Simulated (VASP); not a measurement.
Hf, 2 atoms in the cell. The structure is hexagonal, space group P6_3/mmc (No. 194). Conventional cell: a = 2.975 Å, b = 2.975 Å, c = 4.781 Å, α = 90.00°, β = 90.00°, γ = 120.00°. Within 3.9 Å of Hf (site symmetry -6m2) lie 12 Hf at 2.94 to 2.97 Å. 

- Program: VASP 6.6.1
- Task: single point
- Functional: PBEsol
- Dispersion: D3(BJ)
- Potentials or basis: VASP PAW PBE potentials, release 64 (Hf_pv)
- Cutoff: 520 eV
- k mesh: 13 × 13 × 7
- Occupations: methfessel-paxton, width 0.1 eV
- Spin: no spin polarisation
- Dipole correction: no
- Further INCAR settings: ALGO = Normal; EDIFF = 1e-07; NBANDS = 17

Potentials or basis: VASP PAW PBE potentials, release 64 (Hf_pv).

The run is started by

```sh
$ cat potpaw_PBE.64/Hf_pv/POTCAR > POTCAR
$ mpirun -np 1 vasp_std > vasp.out
```

Hardware: 1 thread of Intel Xeon 8259CL, with other jobs on the host.

Question: How long does it take, and how much memory?

Answer: Wall time 57 s on 1 thread of Intel Xeon 8259CL, with other jobs on the host, peak memory 0.19 GiB. Counts: scf iterations 12, k points 84.
